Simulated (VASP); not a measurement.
# Zn2Ag3 (Pm-3m) in VASP: notebook, part 2 of 2

VASP 6.6.1. The steps go on from the part before.

**6. Relaxation of cell and atoms, PBE**

This run uses another cell than the first one, of 19.49 Å³/atom, 0.851 times its volume.

File INCAR:

```
SYSTEM = Zn2Ag3
PREC = Accurate ; ENCUT = 600
EDIFF = 1E-6 ; ISMEAR = 0
SIGMA = 0.1 ; LREAL = .False.
LASPH = .True. ; NELM = 100
ALGO = Fast ; ISIF = 3
LWAVE = .False. ; LCHARG = .False.
GGA = PE ; IBRION = 2
NSW = 90 ; EDIFFG = -0.04
```

File KPOINTS:

```
Automatic mesh
0
Gamma
  4 4 4
  0 0 0
```

File POSCAR:

```
Zn2Ag3
1.0
    4.6020321300      0.0000000000      0.0000000000
    0.0000000000      4.6020321300      0.0000000000
    0.0000000000      0.0000000000      4.6020321300
Zn Ag
2 3
Direct
    0.5000000000      0.5000000000      0.5000000000
    0.0000000000      0.0000000000      0.0000000000
    0.0000000000      0.5000000000      0.5000000000
    0.5000000000      0.0000000000      0.5000000000
    0.5000000000      0.5000000000      0.0000000000
```

Potentials or basis: VASP PAW PBE potentials, release 64 (Zn, Ag).

On the command line:

```console
$ cat potpaw_PBE.64/Zn/POTCAR potpaw_PBE.64/Ag/POTCAR > POTCAR
$ mpirun -np 1 vasp_std > vasp.out
```

OUTCAR:

```text
SYSTEM = Zn2Ag3
   PREC = Accurate
   ENCUT = 600
   EDIFF = 1E-6
   ISMEAR = 0
   LREAL = .False.
   LASPH = .True.
   NELM = 100
   ISIF = 3
   GGA = PE
   IBRION = 2
   NSW = 90
   EDIFFG = -0.04

 ion  position               nearest neighbor table
   1  0.500  0.500  0.500-   3 2.30   4 2.30   5 2.30   5 2.30   4 2.30   3 2.30
   2  0.000  0.000  0.000-   3 3.25   4 3.25   5 3.25   3 3.25   4 3.25   3 3.25   5 3.25   3 3.25
                             4 3.25   5 3.25   4 3.25   5 3.25
   3  0.000  0.500  0.500-   1 2.30   1 2.30   4 3.25   5 3.25   2 3.25   5 3.25   2 3.25   4 3.25
                             2 3.25   2 3.25   4 3.25   5 3.25   5 3.25   4 3.25
   4  0.500  0.000  0.500-   1 2.30   1 2.30   3 3.25   5 3.25   2 3.25   5 3.25   2 3.25   3 3.25
                             5 3.25   5 3.25   2 3.25   3 3.25   2 3.25   3 3.25
   5  0.500  0.500  0.000-   1 2.30   1 2.30   3 3.25   4 3.25   2 3.25   3 3.25   4 3.25   2 3.25
                             4 3.25   4 3.25   2 3.25   3 3.25   3 3.25   2 3.25

  LATTYP: Found a simple cubic cell.
 ALAT       =     4.6020321300

  Lattice vectors:

 A1 = (   4.6020321300,   0.0000000000,   0.0000000000)
 A2 = (   0.0000000000,   4.6020321300,   0.0000000000)
 A3 = (   0.0000000000,   0.0000000000,   4.6020321300)

Analysis of symmetry for initial positions (statically):
=====================================================================
 Subroutine PRICEL returns:
 Original cell was already a primitive cell.

 Routine SETGRP: Setting up the symmetry group for a
 simple cubic supercell.

 Subroutine GETGRP returns: Found 48 space group operations
 (whereof 48 operations were pure point group operations)
 out of a pool of 48 trial point group operations.

The static configuration has the point symmetry O_h .

Analysis of symmetry for dynamics (positions and initial velocities):
=====================================================================
 Subroutine PRICEL returns:
 Original cell was already a primitive cell.

 Routine SETGRP: Setting up the symmetry group for a
 simple cubic supercell.

 Subroutine GETGRP returns: Found 48 space group operations
 (whereof 48 operations were pure point group operations)
 out of a pool of 48 trial point group operations.

The dynamic configuration has the point symmetry O_h .

[... 97 lines left out ...]
   POTIM  = 0.5000    time-step for ionic-motion
   TEBEG  =    0.0;   TEEND  =   0.0 temperature during run
   PSTRESS=    0.0 pullay stress
   NELECT =      57.0000    total number of electrons
   NUPDOWN=      -1.0000    fix difference up-down
   EMIN   =  10.00;   EMAX   =-10.00  energy-range for DOS
   EFERMI =   0.00;   METHOD = LEGACY
   ISMEAR =     0;   SIGMA  =   0.10  broadening in eV -4-tet -1-fermi 0-gaus
   EFERMI_NEDOS =   21; number of points for ismear=-14 and -15
   IALGO  =     68    algorithm
   IMIX   =      4    mixing-type and parameters
     AMIX     =   0.40;   BMIX     =  1.00
     AMIX_MAG =   1.60;   BMIX_MAG =  1.00
  volume/ion in A,a.u.               =      19.49       131.55
  Fermi-wavevector in a.u.,A,eV,Ry     =   1.369042  2.587114 25.501077  1.874276
  Thomas-Fermi vector in A             =   2.494953
   LORBIT       =      0    0 simple, 1 ext, 2 COOP (PROOUT), +10 PAW based schemes
   GGA     = PE    functional components
   LHFCALC =     F    Hartree Fock is set to
   AEXX    =    0.0000 exact exchange contribution
   IVDW    =     0    specifies the selected vdW correction
   LEPSILON=     F    determine dielectric tensor
   LRPA    =     F    only Hartree local field effects (RPA)
 conjugate gradient relaxation of ions
 non-spin polarized calculation
 RMM-DIIS sequential band-by-band and
 Gauss-broadening in eV      SIGMA  =   0.10
  energy-cutoff  :      600.00
  volume of cell :       97.47
 maximum number of plane-waves:      3294
 NGX is ok and might be reduce to    40
   NGX = 19   NGY = 19   NGZ = 19

--------------------------------------- Ionic step        1  -------------------------------------------

 number of electron      56.9999985 magnetization

 Free energy of the ion-electron system (eV)
  ---------------------------------------------------
  ext. energy  EPLUGINS =         0.00000000
  ---------------------------------------------------
  free energy    TOTEN  =        -7.19735713 eV

  energy without entropy =       -7.18642226  energy(sigma->0) =       -7.19188970

 E-fermi :   4.7820     XC(G=0): -10.8409

 val. band max:        4.7811043963   @ k =   0.5000   0.2500   0.2500
 cond. band min:       5.0377182716   @ k =   0.5000   0.2500   0.2500
 fundamental gap:      0.2566138753
 Fermi energy:         4.7820122134

 k-point     1 :       0.0000    0.0000    0.0000
  band No.  band energies     occupation
      1      -4.1641      2.00000
      2      -4.0226      2.00000
      3      -4.0226      2.00000
      4      -3.5927      2.00000
      5      -3.5927      2.00000
      6      -3.5927      2.00000
[... 436 lines left out ...]
--------------------------------------- Ionic step        3  -------------------------------------------

 number of electron      56.9999993 magnetization

 Free energy of the ion-electron system (eV)
  ---------------------------------------------------
  ext. energy  EPLUGINS =         0.00000000
  ---------------------------------------------------
  free energy    TOTEN  =        -7.66263969 eV

  energy without entropy =       -7.65047054  energy(sigma->0) =       -7.65655512

 E-fermi :   3.1292     XC(G=0):  -9.9741

 val. band max:        3.1265303152   @ k =   0.0000   0.0000   0.0000
 cond. band min:       3.1841233392   @ k =   0.5000   0.5000   0.5000
 fundamental gap:      0.0575930240
 Fermi energy:         3.1291616995

 k-point     1 :       0.0000    0.0000    0.0000
  band No.  band energies     occupation
      1      -4.7537      2.00000
      2      -4.7537      2.00000
      3      -4.5461      2.00000
      4      -4.3910      2.00000
      5      -4.3910      2.00000
      6      -4.3910      2.00000
[... 391 lines left out ...]
  FREE ENERGIE OF THE ION-ELECTRON SYSTEM (eV)
  ---------------------------------------------------
  free  energy   TOTEN  =        -7.6626396942 eV

  energy  without entropy=       -7.6504705374  energy(sigma->0) =       -7.65655512

 reached required accuracy - stopping structural energy minimisation
```

It took 2.1 min on 1 thread of Intel Xeon Platinum 8488C (Sapphire Rapids), shared host; peak memory 0.26 GiB.

What came out:

```yaml
Free_energy: -7.6626 eV
Relaxed_volume: 23.04 Å³/atom
Relaxed_cell: a = 4.865 Å, b = 4.865 Å, c = 4.865 Å, α = 90.00°, β = 90.00°, γ = 90.00°
Space_group_after_relaxing_to_0.05_Å: Pm-3m (No. 221)
Energy_gained_by_relaxing: 93.1 meV/atom
Ionic_steps: 3
Pressure_after_relaxing: 0.1 GPa
```

The path:
```csv
step,energy change (eV),largest force (eV/Å),pressure (GPa),volume (Å³)
1,0.0000,0.0000,10.59,97.47
2,-0.4636,0.0000,-0.37,116.80
3,-0.4653,0.0000,0.15,115.18
```

Final structure:
```
CELL_PARAMETERS angstrom
4.86546 0.00000 0.00000
0.00000 4.86546 0.00000
0.00000 0.00000 4.86546
ATOMIC_POSITIONS crystal
Zn 0.50000 0.50000 0.50000
Zn 0.00000 0.00000 0.00000
Ag 0.00000 0.50000 0.50000
Ag 0.50000 0.00000 0.50000
Ag 0.50000 0.50000 0.00000
```

Levels at points of the mesh, in eV from the Fermi level:
```tsv
k point	band 25	band 26	band 27	band 28	band 29	band 30	band 31	band 32	band 33	band 34
(0.00, 0.00, 0.00)	-3.47	-3.39	0.00	0.00	0.00	0.41	2.74	2.74	4.84	4.84
(0.50, 0.00, 0.00)	-3.54	-3.52	-3.46	1.04	1.63	1.63	3.21	3.31	3.32	3.32
(0.50, 0.50, 0.00)	-3.66	-2.99	-2.17	-1.79	-1.79	3.01	4.07	4.26	4.74	4.74
(0.50, 0.50, 0.50)	-3.50	-3.50	-0.78	-0.16	-0.16	-0.16	0.05	0.05	0.05	10.04
```

Caveat: the volume moved by over 15 % at a fixed basis, so the end points are rough.

**7. Summary**

```csv
task,cell,k mesh,cutoff (eV),gap on the mesh (eV),pressure (GPa)
single point,"a = 4.857 Å, 5 atoms",8 × 8 × 8,520,none,0.1
relaxation of cell and atoms,"relaxed from a = 4.859 Å, 5 atoms",8 × 8 × 8,600,none,0.0
single point,"a = 4.602 Å, 5 atoms",4 × 4 × 4,520,none,10.6
single point,"a = 4.859 Å, 5 atoms",4 × 4 × 4,520,none,0.2
relaxation of cell and atoms,"relaxed from a = 4.602 Å, 5 atoms",4 × 4 × 4,600,none,0.1
```

Alike in all rows: level PBE; potentials or basis VASP PAW PBE potentials, release 64 (Zn, Ag); no spin polarisation; smearing gaussian 0.1 eV.

Caveats: the relaxation stopped at its first step, so nothing moved (some runs); the volume moved by over 15 % at a fixed basis, so the end points are rough (some runs).

Absolute energies hang on the potentials; compare differences alone.
